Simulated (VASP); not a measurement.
Runs of VASP 6.6.1 on SnSe. The structure is that of space group Fm-3m (No. 225), or close to it. The cells are those of the table. 

| task | level | potentials or basis | cell | cutoff (eV) | gap on the mesh (eV) | pressure (GPa) |
| --- | --- | --- | --- | --- | --- | --- |
| relaxation of the atoms | r2SCAN | VASP PAW PBE potentials, release 64 (Sn_d, Se) | atoms relaxed from a = 4.337 Å, angles 60.0°, 2 atoms | 520 | 0.21 | -2.8 |
| single point | PBE | VASP PAW PBE potentials, release 64 (Sn_d, Se) | a = 4.283 Å, angles 60.0°, 2 atoms | 520 | 0.50 | 0.0 |
| relaxation of cell and atoms | PBE | VASP PAW PBE potentials, release 64 (Sn_d, Se) | relaxed from a = 4.257 Å, angles 60.0°, 2 atoms | 600 | 0.50 | 0.0 |
| single point | r2SCAN | VASP PAW PBE potentials, release 64 (Sn_d, Se) | a = 4.225 Å, angles 60.0°, 2 atoms | 520 | 0.56 | 1.1 |
| single point | r2SCAN | VASP PAW PBE potentials, release 64 (Sn_d, Se) | a = 4.282 Å, angles 60.0°, 2 atoms | 520 | 0.38 | -1.0 |
| single point | r2SCAN | VASP PAW PBE potentials, release 64 (Sn_d, Se) | a = 4.196 Å, angles 60.0°, 2 atoms | 520 | 0.66 | 2.4 |
| single point | LDA | VASP PAW LDA potentials, release 64 (Sn_d, Se) | a = 4.167 Å, angles 60.0°, 2 atoms | 520 | (a) | 0.1 |
| single point | r2SCAN | VASP PAW PBE potentials, release 64 (Sn_d, Se) | a = 4.309 Å, angles 60.0°, 2 atoms | 520 | (c) | (b) |

Alike in all rows: no spin polarisation; k mesh 8 × 8 × 8; smearing fermi-dirac 0.02 eV.

Question: Estimate the missing entries.

Answer: (a) 0.77; (b) -1.9; (c) 0.29.

Caveats: spin-orbit coupling is left out, which moves the levels of the heavy elements; the PAW data sets were made with another functional, which shifts forces and pressure a little (at least some runs); the relaxation stopped at its first step, so nothing moved (at least some runs).

A k mesh can miss the band edges, and the runs leave out spin-orbit coupling on Se, Sn.
